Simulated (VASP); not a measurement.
A run of VASP 6.6.1 is set up as follows.

Contents of INCAR:

```
SYSTEM = BaTiO3
PREC = Accurate
ENCUT = 520
EDIFF = 1E-6
ISMEAR = 0
SIGMA = 0.01
LREAL = .FALSE.
LASPH = .TRUE.
NELM = 100
ALGO = Normal
ISIF = 2
LWAVE = .FALSE.
LCHARG = .FALSE.
GGA = PE
NBANDS = 28
```

KPOINTS

```
regular mesh
0
G
  6 6 6
  0 0 0
```

Contents of POSCAR:

```
BaTiO3
1.0
    3.9791132838      0.0000000000      0.0000000000
    0.0000000000      3.9791132838      0.0000000000
    0.0000000000      0.0000000000      3.9791132838
Ba Ti O
1 1 3
Direct
    0.5000000000      0.5000000000      0.5000000000
    0.0000000000      0.0000000000      0.0000000000
    0.5000000000      0.0000000000      0.0000000000
    0.0000000000      0.5000000000      0.0000000000
    0.0000000000      0.0000000000      0.5000000000
```

Potentials or basis: VASP PAW PBE potentials, release 64 (Ba_sv, Ti_sv, O).

The run is started by

```console
$ cat potpaw_PBE.64/Ba_sv/POTCAR potpaw_PBE.64/Ti_sv/POTCAR potpaw_PBE.64/O/POTCAR > POTCAR
$ mpirun -np 1 vasp_std > vasp.out
```

(1) Estimate the band gap on the k mesh.

(2) Estimate the pressure.

Results:

(1) 1.78 eV, indirect (least direct gap 1.91 eV).

(2) 7.1 GPa.

Caveat: spin-orbit coupling is left out, which moves the levels of the heavy elements.
